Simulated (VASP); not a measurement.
# SnTe (I4mm) in VASP: notebook

Runs on SnTe. Level: PBE. Tasks: single point.

All numbers are computed with VASP 6.6.1; they aren't measurements. Logs are shortened: lines on timing, memory, paths and dates and some standing lists are left out, and cuts for length are marked.

## 1. The cell of the first run

The structure is tetragonal, space group I4mm (No. 107). The conventional cell has a = 4.572 Å, b = 4.572 Å, c = 6.466 Å, α = 90.00°, β = 90.00°, γ = 90.00°. Within 4.1 Å of Sn (site symmetry 4mm) lie 6 Te at 3.09 to 3.38 Å. Te (site symmetry 4mm) has 6 Sn at 3.09 to 3.38 Å within 4.1 Å.

## 2. Single point, PBE (the cell strained)

INCAR

```
SYSTEM = SnTe
ALGO = Normal
EDIFF = 1E-6
ENCUT = 520
GGA = PE
ISIF = 2
ISMEAR = 0
LASPH = .True.
LCHARG = .True.
LELF = .True.
LREAL = .False.
LVHAR = .True.
LWAVE = .False.
NBANDS = 17
NELM = 80
PREC = Accurate
SIGMA = 0.03
```

KPOINTS

```
k-points
0
Gamma
  10 10 10
  0 0 0
```

POSCAR

```
SnTe
1.0
    0.0000000000      3.2327813382      3.2327813382
    3.2327813382      0.0000000000      3.2327813382
    3.2327813382      3.2327813382      0.0000000000
Sn Te
1 1
Direct
    0.0114778688     -0.0114778688     -0.0114778688
    0.4893218041      0.5106781959      0.5106781959
```

Potentials or basis: VASP PAW PBE potentials, release 64 (Sn_d, Te).

Started as:

```console
$ cat potpaw_PBE.64/Sn_d/POTCAR potpaw_PBE.64/Te/POTCAR > POTCAR
$ mpirun -np 1 vasp_std > vasp.out
```

OUTCAR:

```text
SYSTEM = SnTe
   EDIFF = 1E-6
   ENCUT = 520
   GGA = PE
   ISIF = 2
   ISMEAR = 0
   LASPH = .True.
   LREAL = .False.
   NELM = 80
   PREC = Accurate

 ion  position               nearest neighbor table
   1  0.011  0.989  0.989-   2 3.09   2 3.24   2 3.24   2 3.24   2 3.24   2 3.38
   2  0.489  0.511  0.511-   1 3.09   1 3.24   1 3.24   1 3.24   1 3.24   1 3.38

  LATTYP: Found a face centered cubic cell.
 ALAT       =     6.4655626764

  Lattice vectors:

 A1 = (   0.0000000000,   3.2327813382,   3.2327813382)
 A2 = (   3.2327813382,   0.0000000000,   3.2327813382)
 A3 = (   3.2327813382,   3.2327813382,   0.0000000000)

Analysis of symmetry for initial positions (statically):
=====================================================================
 Subroutine PRICEL returns:
 Original cell was already a primitive cell.

 Routine SETGRP: Setting up the symmetry group for a
 face centered cubic supercell.

 Subroutine GETGRP returns: Found  8 space group operations
 (whereof  8 operations were pure point group operations)
 out of a pool of 48 trial point group operations.

The static configuration has the point symmetry C_4v.

Analysis of symmetry for dynamics (positions and initial velocities):
=====================================================================
 Subroutine PRICEL returns:
 Original cell was already a primitive cell.

 Routine SETGRP: Setting up the symmetry group for a
 face centered cubic supercell.

 Subroutine GETGRP returns: Found  8 space group operations
 (whereof  8 operations were pure point group operations)
 out of a pool of 48 trial point group operations.

The dynamic configuration has the point symmetry C_4v.

 Subroutine INISYM returns: Found  8 space group operations
 (whereof  8 operations are pure point group operations),
 and found     1 'primitive' translations

----------------------------------------------------------------------------------------

                                     Primitive cell

  volume of cell :      67.5708

  direct lattice vectors                    reciprocal lattice vectors
     0.000000000  3.232781338  3.232781338    -0.154665580  0.154665580  0.154665580
     3.232781338  0.000000000  3.232781338     0.154665580 -0.154665580  0.154665580
     3.232781338  3.232781338  0.000000000     0.154665580  0.154665580 -0.154665580

  length of vectors
     4.571843213  4.571843213  4.571843213     0.267888642  0.267888642  0.267888642

  position of ions in fractional coordinates (direct lattice)
     0.011477869  0.988522131  0.988522131
     0.489321804  0.510678196  0.510678196

  ion indices of the primitive-cell ions
   primitive index   ion index
                 1           1
                 2           2

----------------------------------------------------------------------------------------

 KPOINTS: k-points

Automatic generation of k-mesh.
 Grid dimensions read from file:
 generate k-points for:   10   10   10

 Generating k-lattice:

  Cartesian coordinates                     Fractional coordinates (reciprocal lattice)
    -0.015466558  0.015466558  0.015466558     0.100000000  0.000000000  0.000000000
     0.015466558 -0.015466558  0.015466558     0.000000000  0.100000000  0.000000000
     0.015466558  0.015466558 -0.015466558     0.000000000  0.000000000  0.100000000

  Length of vectors
     0.026788864  0.026788864  0.026788864

  Shift w.r.t. Gamma in fractional coordinates (k-lattice)
     0.000000000  0.000000000  0.000000000

 Subroutine IBZKPT returns following result:
 ===========================================

 Found    102 irreducible k-points:

 Following reciprocal coordinates:
            Coordinates               Weight
  0.000000  0.000000  0.000000      1.000000
  0.100000  0.000000  0.000000      8.000000
  0.200000  0.000000  0.000000      8.000000
  0.300000  0.000000  0.000000      8.000000
  0.400000  0.000000  0.000000      8.000000
  0.500000  0.000000  0.000000      4.000000
[... 16 lines left out ...]
 -0.100000  0.100000  0.000000      8.000000
  0.000000 -0.100000  0.100000      4.000000
 [... further k-points ...]
   k-points           NKPTS =    102   k-points in BZ     NKDIM =    102   number of bands    NBANDS=     17
   number of dos      NEDOS =    301   number of ions     NIONS =      2
   total plane-waves  NPLWV =  46656
   dimension x,y,z NGX =    36 NGY =   36 NGZ =   36
   dimension x,y,z NGXF=    72 NGYF=   72 NGZF=   72
   ions per type =               1   1
   NGX,Y,Z   is equivalent  to a cutoff of  13.09, 13.09, 13.09 a.u.
   NGXF,Y,Z  is equivalent  to a cutoff of  26.18, 26.18, 26.18 a.u.
 SYSTEM =  SnTe
   PREC   = accura    normal or accurate (medium, high low for compatibility)
   ISTART =      0    job   : 0-new  1-cont  2-samecut
   ICHARG =      2    charge: 1-file 2-atom 10-const
   ISPIN  =      1    spin polarized calculation?
   LNONCOLLINEAR =      F non collinear calculations
   LSORBIT =      F    spin-orbit coupling
   LASPH  =      T    aspherical Exc in radial PAW
   ENCUT  =  520.0 eV  38.22 Ry    6.18 a.u.   8.50  8.50  8.50*2*pi/ulx,y,z
   NELM   =     80;   NELMIN=  2; NELMDL= -5     # of ELM steps
   EDIFF  = 0.1E-05   stopping-criterion for ELM
   LREAL  =      F    real-space projection
   EDIFFG = 0.1E-04   stopping-criterion for IOM
   NSW    =      0    number of steps for IOM
   IBRION =     -1    ionic relax: 0-MD 1-quasi-New 2-CG
   NFREE  =      0    steps in history (QN), initial steepest desc. (CG)
   ISIF   =      2    stress and relaxation
   ISYM   =      2    0-nonsym 1-usesym 2-fastsym
   POTIM  = 0.5000    time-step for ionic-motion
   TEBEG  =    0.0;   TEEND  =   0.0 temperature during run
   PSTRESS=    0.0 pullay stress
   NELECT =      20.0000    total number of electrons
   NUPDOWN=      -1.0000    fix difference up-down
   EMIN   =  10.00;   EMAX   =-10.00  energy-range for DOS
   EFERMI =   0.00;   METHOD = LEGACY
   ISMEAR =     0;   SIGMA  =   0.03  broadening in eV -4-tet -1-fermi 0-gaus
   EFERMI_NEDOS =   21; number of points for ismear=-14 and -15
   IALGO  =     38    algorithm
   IMIX   =      4    mixing-type and parameters
     AMIX     =   0.40;   BMIX     =  1.00
     AMIX_MAG =   1.60;   BMIX_MAG =  1.00
  volume/ion in A,a.u.               =      33.79       228.00
  Fermi-wavevector in a.u.,A,eV,Ry     =   1.091018  2.061725 16.195284  1.190320
  Thomas-Fermi vector in A             =   2.227254
   LORBIT       =      0    0 simple, 1 ext, 2 COOP (PROOUT), +10 PAW based schemes
   GGA     = PE    functional components
   LHFCALC =     F    Hartree Fock is set to
   AEXX    =    0.0000 exact exchange contribution
   IVDW    =     0    specifies the selected vdW correction
   LEPSILON=     F    determine dielectric tensor
   LRPA    =     F    only Hartree local field effects (RPA)
 non-spin polarized calculation
 Gauss-broadening in eV      SIGMA  =   0.03
  energy-cutoff  :      520.00
  volume of cell :       67.57
 maximum number of plane-waves:      1849
 NGX is ok and might be reduce to    36
   NGX = 17   NGY = 17   NGZ = 17

 number of electron      20.0000001 magnetization

 Free energy of the ion-electron system (eV)
  ---------------------------------------------------
  ext. energy  EPLUGINS =         0.00000000
  ---------------------------------------------------
  free energy    TOTEN  =        -7.56261429 eV

  energy without entropy =       -7.56261429  energy(sigma->0) =       -7.56261429

 E-fermi :   5.9812     XC(G=0):  -9.1475

 val. band max:        5.8403373836   @ k =   0.5000   0.0000   0.0000
 cond. band min:       6.2193262204   @ k =   0.5000   0.0000   0.0000
 fundamental gap:      0.3789888368
 Fermi energy:         5.9811917560

 k-point     1 :       0.0000    0.0000    0.0000
  band No.  band energies     occupation
      1     -15.8389      2.00000
      2     -15.8372      2.00000
      3     -15.8343      2.00000
      4     -15.8324      2.00000
      5     -15.8324      2.00000
      6      -6.2507      2.00000
[... 9 lines left out ...]
     16      11.0211      0.00000
     17      12.8479      0.00000

 k-point     2 :       0.1000    0.0000    0.0000
  band No.  band energies     occupation
      1     -15.8391      2.00000
      2     -15.8369      2.00000
      3     -15.8345      2.00000
      4     -15.8322      2.00000
      5     -15.8320      2.00000
      6      -6.1761      2.00000
[... 9 lines left out ...]
     16      11.1623      0.00000
     17      13.4363      0.00000

 k-point     3 :       0.2000    0.0000    0.0000
  band No.  band energies     occupation
      1     -15.8398      2.00000
      2     -15.8368      2.00000
      3     -15.8348      2.00000
      4     -15.8314      2.00000
      5     -15.8309      2.00000
      6      -5.9618      2.00000
[... 9 lines left out ...]
     16      11.6649      0.00000
     17      14.7757      0.00000

 k-point     4 :       0.3000    0.0000    0.0000
  band No.  band energies     occupation
      1     -15.8408      2.00000
      2     -15.8376      2.00000
      3     -15.8343      2.00000
      4     -15.8302      2.00000
      5     -15.8293      2.00000
      6      -5.6446      2.00000
[... 9 lines left out ...]
     16      12.5164      0.00000
     17      16.2666      0.00000
[... 343 lines left out ...]
      1     -15.8408      2.00000
      2     -15.8368      2.00000
      3     -15.8333      2.00000
      4     -15.8314      2.00000
      5     -15.8305      2.00000
      6      -5.8064      2.00000
[... 9 lines left out ...]
     16      12.8894      0.00000
     17      14.0857      0.00000

 k-point    23 :      -0.1000    0.1000    0.0000
  band No.  band energies     occupation
      1     -15.8393      2.00000
      2     -15.8367      2.00000
      3     -15.8352      2.00000
      4     -15.8319      2.00000
      5     -15.8309      2.00000
      6      -6.0548      2.00000
[... 9 lines left out ...]
     16      11.8763      0.00000
     17      13.2686      0.00000

 k-point    24 :       0.0000   -0.1000    0.1000
  band No.  band energies     occupation
      1     -15.8399      2.00000
      2     -15.8364      2.00000
      3     -15.8339      2.00000
      4     -15.8322      2.00000
      5     -15.8316      2.00000
      6      -6.0554      2.00000
[... 9 lines left out ...]
     16      11.8967      0.00000
     17      13.2905      0.00000

 [... further k-points ...]

------------------------ aborting loop because EDIFF is reached ----------------------------------------

  FORCE on cell =-STRESS in cart. coord.  units (eV):
  Direction    XX          YY          ZZ          XY          YZ          ZX
  --------------------------------------------------------------------------------------
  -------------------------------------------------------------------------------------
  Total       -0.2197487     -0.4153796     -0.4153796      0.0000000     -0.0000000      0.0000000
  in kB       -5.2104823     -9.8491039     -9.8491039      0.0000000     -0.0000000      0.0000000
  external PRESSURE =      -8.3028967 kB  Pullay stress =       0.0000000 kB

 VOLUME and BASIS-vectors are now :
 -----------------------------------------------------------------------------
  energy-cutoff  :      520.00
  volume of cell :       67.57
      direct lattice vectors                 reciprocal lattice vectors
     0.000000000  3.232781338  3.232781338    -0.154665580  0.154665580  0.154665580
     3.232781338  0.000000000  3.232781338     0.154665580 -0.154665580  0.154665580
     3.232781338  3.232781338  0.000000000     0.154665580  0.154665580 -0.154665580

 POSITION                                       TOTAL-FORCE (eV/Angst)
 -----------------------------------------------------------------------------------
      6.39135      3.23278      3.23278        -0.012103      0.000000      0.000000
      3.30182      3.23278      3.23278         0.012103      0.000000      0.000000
 -----------------------------------------------------------------------------------
    total drift:                               -0.000387     -0.000000     -0.000000

  FREE ENERGIE OF THE ION-ELECTRON SYSTEM (eV)
  ---------------------------------------------------
  free  energy   TOTEN  =        -7.5626142921 eV

  energy  without entropy=       -7.5626142921  energy(sigma->0) =       -7.56261429
```

It took 51 s on 1 thread of Intel Xeon 6975P-C (Granite Rapids), shared host; peak memory 0.27 GiB.

What came out:

| Item | Value |
| --- | --- |
| Free energy | -7.5626 eV |
| Pressure | -0.8 GPa |
| Largest force | 0.012 eV/Å |
| Band gap on the k mesh | 0.38 eV |

Forces on the atoms (eV/Å):
```
Sn  -0.012  0.000  0.000
Te   0.012  0.000  0.000
```

Stress tensor (GPa, compression positive):
```
-0.52  0.00  0.00
 0.00 -0.98  0.00
 0.00  0.00 -0.98
```

Levels at points of the mesh, in eV from the valence-band top:
| k point | band 8 | band 9 | band 10 | band 11 | band 12 | band 13 |
| --- | --- | --- | --- | --- | --- | --- |
| (0.00, 0.00, 0.00) | -1.80 | -1.74 | -1.74 | 3.26 | 3.26 | 3.41 |
| (0.50, 0.00, 0.00) | -1.53 | -1.45 | 0.00 | 0.38 | 0.68 | 0.79 |
| (0.50, 0.50, 0.00) | -4.86 | -3.19 | -3.17 | 2.53 | 4.80 | 4.86 |
| (0.00, 0.50, 0.50) | -4.72 | -3.20 | -3.20 | 2.66 | 4.75 | 4.75 |

Caveat: the cell differs from its parent crystal (the cell strained); semilocal functionals underestimate gaps, and a narrow one can read as zero; spin-orbit coupling is left out, which moves the levels of the heavy elements.

## 3. Single point, PBE (atoms displaced along a vibrational mode, the cell strained)

INCAR

```
ALGO = Normal
EDIFF = 1E-6
ENCUT = 520
GGA = PE
ISIF = 2
ISMEAR = 0
LASPH = True
LCHARG = False
LREAL = False
LWAVE = False
NBANDS = 17
NELM = 80
PREC = Accurate
SIGMA = 0.03
```

KPOINTS

```
k-points
0
Gamma
  10 10 10
```

POSCAR

```
SnTe
1.0
    0.0000000000      3.2597131673      3.2597131673
    3.2597131673      0.0000000000      3.2597131673
    3.2597131673      3.2597131673      0.0000000000
Sn Te
1 1
Direct
    0.0143473360     -0.0143473360     -0.0143473360
    0.4866522551      0.5133477449      0.5133477449
```

Potentials or basis: VASP PAW PBE potentials, release 64 (Sn_d, Te).

Started as:

```console
$ cat potpaw_PBE.64/Sn_d/POTCAR potpaw_PBE.64/Te/POTCAR > POTCAR
$ mpirun -np 1 vasp_std > vasp.out
```

Run time: 49 s. Hardware: 1 thread of Intel Xeon 6975P-C (Granite Rapids), shared host; peak memory 0.28 GiB.

It converged, with:

* Free energy: -7.5509 eV
* Pressure: -1.6 GPa
* Largest force: 0.022 eV/Å
* Band gap on the k mesh: 0.49 eV

Forces on the atoms (eV/Å):
```
Sn  -0.022  0.000  0.000
Te   0.022  0.000  0.000
```

Stress tensor (GPa, compression positive):
```
-1.12  0.00  0.00
 0.00 -1.79  0.00
 0.00  0.00 -1.79
```

Levels at points of the mesh, in eV from the valence-band top:
```
           k point  band 6  band 7  band 8  band 9  band 10  band 11  band 12  band 13  band 14  band 15
(0.00, 0.00, 0.00)  -11.87   -4.77   -1.69   -1.60    -1.60     3.22     3.22     3.45     5.20     5.34
(0.50, 0.00, 0.00)  -10.84   -7.56   -1.45   -1.33     0.00     0.49     0.79     0.94     7.72     8.76
(0.50, 0.50, 0.00)  -10.63   -6.14   -4.63   -3.01    -2.98     2.61     4.78     4.89     5.90     8.99
(0.00, 0.50, 0.50)  -10.60   -6.33   -4.44   -3.02    -3.02     2.82     4.71     4.71     5.99     9.01
```

Caveat: the cell differs from its parent crystal (atoms displaced along a vibrational mode, the cell strained); semilocal functionals underestimate gaps, and a narrow one can read as zero; spin-orbit coupling is left out, which moves the levels of the heavy elements. A k mesh can miss the band edges.
